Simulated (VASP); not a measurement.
# TiRh (P4/mmm) in VASP: further runs, part 2 of 2

VASP 6.6.1. Earlier steps stand in the parts before.

### 3 Vibrations by perturbation theory, LDA

This run uses another cell than the first one, of 14.08 Å³/atom.

File INCAR:

```
SYSTEM = TiRh
PREC = Accurate
ENCUT = 520
EDIFF = 1E-8
ISMEAR = -1
SIGMA = 0.15
LREAL = .False.
LASPH = .True.
NELM = 60
ALGO = Normal
ISIF = 2
LWAVE = .False.
LCHARG = .False.
GGA = CA
IBRION = 8
NSW = 1
```

File KPOINTS:

```
regular mesh
0
Gamma
  14 14 12
  0 0 0
```

File POSCAR:

```
TiRh
1.0
    2.9018926595      0.0000000000      0.0000000000
    0.0000000000      2.9018926595      0.0000000000
    0.0000000000      0.0000000000      3.3451473721
Ti Rh
1 1
Direct
    0.5000000000      0.5000000000      0.5000000000
    0.0000000000      0.0000000000      0.0000000000
```

Potentials or basis: VASP PAW LDA potentials, release 64 (Ti_sv, Rh_pv).

Launch:

```console
> cat potpaw_LDA.64/Ti_sv/POTCAR potpaw_LDA.64/Rh_pv/POTCAR > POTCAR
> mpirun -np 1 vasp_std > vasp.out
```

OUTCAR:

```text
SYSTEM = TiRh
   PREC = Accurate
   ENCUT = 520
   EDIFF = 1E-8
   ISMEAR = -1
   LREAL = .False.
   LASPH = .True.
   NELM = 60
   ISIF = 2
   GGA = CA
   IBRION = 8
   NSW = 1

 ion  position               nearest neighbor table
   1  0.500  0.500  0.500-   2 2.65   2 2.65   2 2.65   2 2.65   2 2.65   2 2.65   2 2.65   2 2.65

   2  0.000  0.000  0.000-   1 2.65   1 2.65   1 2.65   1 2.65   1 2.65   1 2.65   1 2.65   1 2.65

  LATTYP: Found a simple tetragonal cell.
 ALAT       =     2.9018926595
 C/A-ratio  =     1.1527467638

  Lattice vectors:

 A1 = (   2.9018926595,   0.0000000000,   0.0000000000)
 A2 = (   0.0000000000,   2.9018926595,   0.0000000000)
 A3 = (   0.0000000000,   0.0000000000,   3.3451473721)

Analysis of symmetry for initial positions (statically):
=====================================================================
 Subroutine PRICEL returns:
 Original cell was already a primitive cell.

 Routine SETGRP: Setting up the symmetry group for a
 simple tetragonal supercell.

 Subroutine GETGRP returns: Found 16 space group operations
 (whereof 16 operations were pure point group operations)
 out of a pool of 16 trial point group operations.

The static configuration has the point symmetry D_4h.

Analysis of symmetry for dynamics (positions and initial velocities):
=====================================================================
 Subroutine PRICEL returns:
 Original cell was already a primitive cell.

 Routine SETGRP: Setting up the symmetry group for a
 simple tetragonal supercell.

 Subroutine GETGRP returns: Found 16 space group operations
 (whereof 16 operations were pure point group operations)
[... 665 lines left out ...]
    total drift:                                0.000000      0.000000     -0.000000

  FREE ENERGIE OF THE ION-ELECTRON SYSTEM (eV)
  ---------------------------------------------------
  free  energy   TOTEN  =       -18.8282755251 eV

  energy  without entropy=      -18.6710202791  energy(sigma->0) =      -18.74964790

[... ionic steps 2 to 3 ...]

--------------------------------------- Ionic step        4  -------------------------------------------

------------------------ aborting loop because EDIFF is reached ----------------------------------------
[... 11 lines left out ...]
[... ionic steps 8 to 8 ...]

--------------------------------------- Ionic step        9  -------------------------------------------

 Free energy of the ion-electron system (eV)
  ---------------------------------------------------
  ---------------------------------------------------
  free energy    TOTEN  =        -0.52781044 eV

  energy without entropy =       -0.52781042

------------------------ aborting loop because EDIFF is reached ----------------------------------------

 INTERNAL STRAIN TENSOR  FOR ION    2  DIRECTION 3   (eV/Angst):
 -----------------------------------------------------------------------------
    -0.01057  0.00000 -0.00000
     0.00000 -0.01057  0.00000
    -0.00000  0.00000  0.05301

 INTERNAL STRAIN TENSOR FOR ION    2 for displacements in x,y,z  (eV/Angst):
          X           Y           Z          XY          YZ          ZX
  --------------------------------------------------------------------------------
  x     0.00000     0.00000     0.00000     0.00000     0.00000     0.00000
  y     0.00000     0.00000     0.00000     0.00000     0.00000     0.00000
  z     0.00000     0.00000     0.00000     0.00000     0.00000     0.00000

 SECOND DERIVATIVES (NOT SYMMETRIZED)
 ------------------------------------
               1X          1Y          1Z          2X          2Y          2Z
  1X    -4.369881    0.000000    0.000000    4.369881    0.000000    0.000000
  1Y     0.000000   -4.369881    0.000000    0.000000    4.369881    0.000000
  1Z     0.000000   -0.000000   -5.138097    0.000000    0.000000    5.138097
  2X     4.412805    0.000000    0.000000   -4.412805    0.000000    0.000000
  2Y     0.000000    4.412805    0.000000    0.000000   -4.412805    0.000000
  2Z     0.000000   -0.000000    5.178889   -0.000000    0.000000   -5.178889

 Eigenvectors and eigenvalues of the dynamical matrix
 ----------------------------------------------------

   1 f  =    6.207010 THz    38.999793 2PiTHz  207.043562 cm-1    25.670119 meV
             X         Y         Z           dx          dy          dz
      1.450946  1.450946  1.672574     0.000000   -0.000000    0.825074
      0.000000  0.000000  0.000000    -0.000000    0.000000   -0.565025
[... 21 lines left out ...]
   6 f/i=    0.013050 THz     0.081998 2PiTHz    0.435313 cm-1     0.053972 meV
             X         Y         Z           dx          dy          dz
      1.450946  1.450946  1.672574     0.565385    0.000000   -0.000000
      0.000000  0.000000  0.000000     0.824827   -0.000000    0.000000

--------------------------------------------------------------------------------------------------------

 ELASTIC MODULI CONTR FROM IONIC RELAXATION (kBar)
 Direction    XX          YY          ZZ          XY          YZ          ZX
 --------------------------------------------------------------------------------
 XX           0.0000      0.0000      0.0000      0.0000      0.0000      0.0000
 YY           0.0000      0.0000      0.0000      0.0000      0.0000      0.0000
 ZZ           0.0000      0.0000      0.0000      0.0000      0.0000      0.0000
 XY           0.0000      0.0000      0.0000      0.0000      0.0000      0.0000
 YZ           0.0000      0.0000      0.0000      0.0000      0.0000      0.0000
 ZX           0.0000      0.0000      0.0000      0.0000      0.0000      0.0000
 --------------------------------------------------------------------------------
```

OSZICAR:

```text
N       E                     dE             d eps       ncg     rms          rms(c)
DAV:   1     0.293228259771E+03    0.29323E+03   -0.15594E+04  8568   0.190E+03
DAV:   2    -0.215710803569E+00   -0.29344E+03   -0.29008E+03  8831   0.536E+02
DAV:   3    -0.202004540410E+02   -0.19985E+02   -0.19618E+02 15153   0.123E+02
DAV:   4    -0.208600430298E+02   -0.65959E+00   -0.65783E+00  9871   0.191E+01
[... 114 lines left out ...]
RMM:  18    -0.527810231207E+00   -0.14713E-06   -0.19393E-06 17507   0.164E-03    0.103E-04
RMM:  19    -0.527810295737E+00   -0.64531E-07   -0.15709E-06 20024   0.148E-03    0.114E-04
RMM:  20    -0.527810349332E+00   -0.53595E-07   -0.13971E-06 18341   0.136E-03    0.126E-04
RMM:  21    -0.527810441989E+00   -0.92657E-07   -0.11795E-06 19471   0.129E-03    0.122E-04
 Linear response finished
```

It took 16 min on 1 thread of AMD EPYC 9R45 (Zen 5), shared host; peak memory 0.53 GiB.

Results:

| Item | Value |
| --- | --- |
| Highest phonon frequency at Γ | 207 cm⁻¹ |

Phonon frequencies in cm⁻¹ (negative: imaginary):
```csv
q point,frequencies
"(0.000, 0.000, 0.000)",0 0 0 191 191 207
```

### 4 Vibrations by perturbation theory, LDA (14.37 Å³/atom)

This run uses another cell than the first one, of 14.37 Å³/atom.

File INCAR:

```
ALGO = Normal ; EDIFF = 1E-8
ENCUT = 520 ; IBRION = 8
ISIF = 2 ; ISMEAR = -1
LASPH = T ; LCHARG = F
LREAL = F ; LWAVE = F
NBANDS = 20 ; NELM = 80
NSW = 1 ; PREC = Accurate
SIGMA = 0.15
```

File KPOINTS:

```
k-points
0
Gamma
  14 14 12
```

File POSCAR:

```
TiRh
1.0
    2.9227245677      0.0000000000      0.0000000000
    0.0000000000      2.9227245677      0.0000000000
    0.0000000000      0.0000000000      3.3635844411
Ti Rh
1 1
Direct
    0.5000000000      0.5000000000      0.5000000000
    0.0000000000      0.0000000000      0.0000000000
```

Potentials or basis: VASP PAW LDA potentials, release 64 (Ti_sv, Rh_pv).

Launch:

```console
> cat potpaw_LDA.64/Ti_sv/POTCAR potpaw_LDA.64/Rh_pv/POTCAR > POTCAR
> mpirun -np 1 vasp_std > vasp.out
```

OUTCAR:

```text
EDIFF = 1E-8
   ENCUT = 520
   IBRION = 8
   ISIF = 2
   ISMEAR = -1
   LASPH = T
   LREAL = F
   NELM = 80
   NSW = 1
   PREC = Accurate

 ion  position               nearest neighbor table
   1  0.500  0.500  0.500-   2 2.66   2 2.66   2 2.66   2 2.66   2 2.66   2 2.66   2 2.66   2 2.66

   2  0.000  0.000  0.000-   1 2.66   1 2.66   1 2.66   1 2.66   1 2.66   1 2.66   1 2.66   1 2.66

  LATTYP: Found a simple tetragonal cell.
 ALAT       =     2.9227245677
 C/A-ratio  =     1.1508386655

  Lattice vectors:

 A1 = (   2.9227245677,   0.0000000000,   0.0000000000)
 A2 = (   0.0000000000,   2.9227245677,   0.0000000000)
 A3 = (   0.0000000000,   0.0000000000,   3.3635844411)

Analysis of symmetry for initial positions (statically):
=====================================================================
 Subroutine PRICEL returns:
 Original cell was already a primitive cell.

 Routine SETGRP: Setting up the symmetry group for a
 simple tetragonal supercell.

 Subroutine GETGRP returns: Found 16 space group operations
 (whereof 16 operations were pure point group operations)
 out of a pool of 16 trial point group operations.

The static configuration has the point symmetry D_4h.

Analysis of symmetry for dynamics (positions and initial velocities):
=====================================================================
 Subroutine PRICEL returns:
 Original cell was already a primitive cell.

 Routine SETGRP: Setting up the symmetry group for a
 simple tetragonal supercell.

 Subroutine GETGRP returns: Found 16 space group operations
 (whereof 16 operations were pure point group operations)
 out of a pool of 16 trial point group operations.

The dynamic configuration has the point symmetry D_4h.

 Subroutine INISYM returns: Found 16 space group operations
 (whereof 16 operations are pure point group operations),
 and found     1 'primitive' translations

----------------------------------------------------------------------------------------

                                     Primitive cell

  volume of cell :      28.7328

  direct lattice vectors                    reciprocal lattice vectors
     2.922724568  0.000000000  0.000000000     0.342146506  0.000000000  0.000000000
     0.000000000  2.922724568  0.000000000     0.000000000  0.342146506  0.000000000
     0.000000000  0.000000000  3.363584441     0.000000000  0.000000000  0.297301887

  length of vectors
     2.922724568  2.922724568  3.363584441     0.342146506  0.342146506  0.297301887

  position of ions in fractional coordinates (direct lattice)
     0.500000000  0.500000000  0.500000000
     0.000000000  0.000000000  0.000000000

  ion indices of the primitive-cell ions
   primitive index   ion index
                 1           1
[... 123 lines left out ...]
 E-fermi :  10.9888     XC(G=0): -13.4026

 val. band max:       10.9878072459   @ k =   0.4286   0.1429   0.0833
 cond. band min:      10.9904002453   @ k =   0.5000   0.0000   0.2500
 fundamental gap:      0.0025929994
 Fermi energy:        10.9888009782

 k-point     1 :       0.0000    0.0000    0.0000
  band No.  band energies     occupation
      1     -45.6075      2.00000
      2     -35.5722      2.00000
      3     -35.4954      2.00000
      4     -35.4954      2.00000
      5     -22.1889      2.00000
      6     -22.0470      2.00000
[... 541 lines left out ...]
     19      16.6446      0.00000
     20      22.4986      0.00000

 [... further k-points ...]

------------------------ aborting loop because EDIFF is reached ----------------------------------------

  FORCE on cell =-STRESS in cart. coord.  units (eV):
  Direction    XX          YY          ZZ          XY          YZ          ZX
  --------------------------------------------------------------------------------------
  -------------------------------------------------------------------------------------
  Total       -0.6717876     -0.6717876     -0.6722347      0.0000000      0.0000000      0.0000000
  in kB      -37.4597136    -37.4597136    -37.4846449      0.0000000      0.0000000      0.0000000
  external PRESSURE =     -37.4680240 kB  Pullay stress =       0.0000000 kB

 VOLUME and BASIS-vectors are now :
 -----------------------------------------------------------------------------
  energy-cutoff  :      520.00
  volume of cell :       28.73
      direct lattice vectors                 reciprocal lattice vectors
     2.922724568  0.000000000  0.000000000     0.342146506  0.000000000  0.000000000
     0.000000000  2.922724568  0.000000000     0.000000000  0.342146506  0.000000000
     0.000000000  0.000000000  3.363584441     0.000000000  0.000000000  0.297301887

 POSITION                                       TOTAL-FORCE (eV/Angst)
 -----------------------------------------------------------------------------------
      1.46136      1.46136      1.68179         0.000000      0.000000      0.000000
      0.00000      0.00000      0.00000         0.000000      0.000000      0.000000
 -----------------------------------------------------------------------------------
    total drift:                                0.000000      0.000000     -0.000000

  FREE ENERGIE OF THE ION-ELECTRON SYSTEM (eV)
  ---------------------------------------------------
  free  energy   TOTEN  =       -18.8227103385 eV

  energy  without entropy=      -18.6622454675  energy(sigma->0) =      -18.74247790

[... ionic steps 2 to 3 ...]

--------------------------------------- Ionic step        4  -------------------------------------------

------------------------ aborting loop because EDIFF is reached ----------------------------------------
[... 11 lines left out ...]
[... ionic steps 8 to 8 ...]

--------------------------------------- Ionic step        9  -------------------------------------------

 Free energy of the ion-electron system (eV)
  ---------------------------------------------------
  ---------------------------------------------------
  free energy    TOTEN  =        -0.52779947 eV

  energy without entropy =       -0.52779944

------------------------ aborting loop because EDIFF is reached ----------------------------------------

 INTERNAL STRAIN TENSOR  FOR ION    2  DIRECTION 3   (eV/Angst):
 -----------------------------------------------------------------------------
    -0.01243  0.00000  0.00000
     0.00000 -0.01243  0.00000
    -0.00000  0.00000  0.05483

 INTERNAL STRAIN TENSOR FOR ION    2 for displacements in x,y,z  (eV/Angst):
          X           Y           Z          XY          YZ          ZX
  --------------------------------------------------------------------------------
  x     0.00000     0.00000     0.00000     0.00000     0.00000     0.00000
  y     0.00000     0.00000     0.00000     0.00000     0.00000     0.00000
  z     0.00000     0.00000     0.00000     0.00000     0.00000     0.00000

 SECOND DERIVATIVES (NOT SYMMETRIZED)
 ------------------------------------
               1X          1Y          1Z          2X          2Y          2Z
  1X    -3.899640    0.000000    0.000000    3.899640    0.000000    0.000000
  1Y     0.000000   -3.899640    0.000000    0.000000    3.899640    0.000000
  1Z    -0.000000    0.000000   -4.538765    0.000000   -0.000000    4.538765
  2X     3.910477    0.000000    0.000000   -3.910477    0.000000    0.000000
  2Y     0.000000    3.910477    0.000000    0.000000   -3.910477    0.000000
  2Z    -0.000000    0.000000    4.562171    0.000000   -0.000000   -4.562171

 Eigenvectors and eigenvalues of the dynamical matrix
 ----------------------------------------------------

   1 f  =    5.831204 THz    36.638537 2PiTHz  194.508039 cm-1    24.115912 meV
             X         Y         Z           dx          dy          dz
      1.461362  1.461362  1.681792     0.000000   -0.000000    0.825438
      0.000000  0.000000  0.000000     0.000000    0.000000   -0.564493
[... 21 lines left out ...]
   6 f/i=    0.006988 THz     0.043907 2PiTHz    0.233093 cm-1     0.028900 meV
             X         Y         Z           dx          dy          dz
      1.461362  1.461362  1.681792    -0.000000   -0.000000    0.564493
      0.000000  0.000000  0.000000     0.000000   -0.000000    0.825438

--------------------------------------------------------------------------------------------------------

 ELASTIC MODULI CONTR FROM IONIC RELAXATION (kBar)
 Direction    XX          YY          ZZ          XY          YZ          ZX
 --------------------------------------------------------------------------------
 XX           0.0000      0.0000      0.0000      0.0000      0.0000      0.0000
 YY           0.0000      0.0000      0.0000      0.0000      0.0000      0.0000
 ZZ           0.0000      0.0000      0.0000      0.0000      0.0000      0.0000
 XY           0.0000      0.0000      0.0000      0.0000      0.0000      0.0000
 YZ           0.0000      0.0000      0.0000      0.0000      0.0000      0.0000
 ZX           0.0000      0.0000      0.0000      0.0000      0.0000      0.0000
 --------------------------------------------------------------------------------
```

It took 22 min on 1 thread of AMD EPYC 9R45 (Zen 5), shared host; peak memory 0.58 GiB.

Results:

```yaml
Highest_phonon_frequency_at_Γ: 195 cm⁻¹
```

Phonon frequencies in cm⁻¹ (negative: imaginary):
| q point | frequencies |
| --- | --- |
| (0.000, 0.000, 0.000) | 0 0 0 180 180 195 |

Caveat: the cell stands under pressure or tension, which shifts response properties.
